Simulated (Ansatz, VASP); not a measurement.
# Bi in VASP and in Ansatz

The input INCAR:

```
SYSTEM = Bi
  PREC = Accurate
  ENCUT = 520
  EDIFF = 1E-6
  ISMEAR = -1
  SIGMA = 0.05
  LREAL = .FALSE.
  LASPH = .TRUE.
  NELM = 100
  ALGO = Normal
  ISIF = 2
  LWAVE = .FALSE.
  LCHARG = .FALSE.
  GGA = PE
  NBANDS = 14
```

Contents of KPOINTS:

```
regular mesh
0
G
  16 16 16
  0 0 0
```

The input POSCAR:

```
Bi
1.0
    0.0000000000      2.5354329376      2.5354329376
    2.5354329376      0.0000000000      2.5354329376
    2.5354329376      2.5354329376      0.0000000000
Bi
1
Direct
    0.0000000000      0.0000000000      0.0000000000
```

Input for Ansatz:

```yaml
crystal:
  lattice:
    - [0.0, 2.5354329376, 2.5354329376]
    - [2.5354329376, 0.0, 2.5354329376]
    - [2.5354329376, 2.5354329376, 0.0]
  atoms:
    - { symbol: Bi, position: [0.0, 0.0, 0.0] }
kpoints:
  mp_grid: { grid: [16, 16, 16] }
scf:
  occupations: { method: fermi_dirac, width: 0.05 }
hamiltonian:
  xc: pbe
  pseudopotentials: { kind: all_electron, lapw: { basis_error: 0.0005 } }
output:
  forces: true
  stress: true
  eigenvalues: true
```

Change from the starting cell: volume scaled by 1.025.

Alike in both runs: task single point; functional PBE; k mesh 16 × 16 × 16; occupations fermi-dirac, width 0.05 eV; no spin polarisation.

```csv
,VASP,Ansatz
version,VASP 6.6.1,Ansatz 0.2.0
potentials or method,"VASP PAW PBE potentials, release 64 (Bi_d), cutoff 520 eV","all-electron LAPW, scalar-relativistic"
```

|  | VASP | Ansatz | Ansatz less VASP |
| --- | --- | --- | --- |
| pressure (GPa) | -1.3 | -1.2 | +0.08 |

Ansatz ran all-electron here, and VASP with PAW potentials.

Spin-orbit coupling is off throughout.
